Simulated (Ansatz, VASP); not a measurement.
**Hf in VASP and in Ansatz**

INCAR

```
PREC = Accurate
ENCUT = 520
EDIFF = 1E-7
ISMEAR = -1
SIGMA = 0.1
LREAL = F
LASPH = T
NELM = 100
ALGO = Normal
ISIF = 2
LWAVE = F
LCHARG = F
GGA = PE
NBANDS = 11
```

File KPOINTS:

```
regular mesh
0
Gamma
  16 16 16
```

The input POSCAR:

```
Hf
1.0
    0.0000000000      2.0475042902      2.0475042902
    2.0475042902      0.0000000000      2.0475042902
    2.0475042902      2.0475042902      0.0000000000
Hf
1
Direct
    0.0000000000      0.0000000000      0.0000000000
```

Input for Ansatz:

```yaml
crystal:
  lattice:
    - [0.0, 2.0475042902, 2.0475042902]
    - [2.0475042902, 0.0, 2.0475042902]
    - [2.0475042902, 2.0475042902, 0.0]
  atoms:
    - { symbol: Hf, position: [0.0, 0.0, 0.0] }
kpoints:
  mp_grid: { grid: [16, 16, 16] }
scf:
  occupations: { method: fermi_dirac, width: 0.1 }
hamiltonian:
  xc: pbe
  pseudopotentials: { kind: nc }
output:
  forces: true
  stress: true
  eigenvalues: true
```

Change from the starting cell: volume scaled by 0.76, norm-conserving files.

Alike in both runs: task single point; functional PBE; k mesh 16 × 16 × 16; occupations fermi-dirac, width 0.1 eV; no spin polarisation.

|  | VASP | Ansatz |
| --- | --- | --- |
| version | VASP 6.6.1 | Ansatz 0.2.0 |
| potentials or method | VASP PAW PBE potentials, release 64 (Hf_pv) | norm-conserving pseudopotentials, scalar-relativistic |
| plane-wave cutoff (eV) | 520 | 1143 |
| valence electrons in the cell | 10 | 26 |

```csv
,VASP,Ansatz,Ansatz less VASP
pressure (GPa),43.2,43.9,+0.70
```

Both programs put the cell under a high pressure, so it lies far from rest at this level. The functional is the same, so the differences come from potentials, cutoffs and numerics. VASP's potentials hold 10 valence electrons a cell and Ansatz's 26, so a difference there can come from the potentials and not from the codes.

Spin-orbit coupling is off throughout.
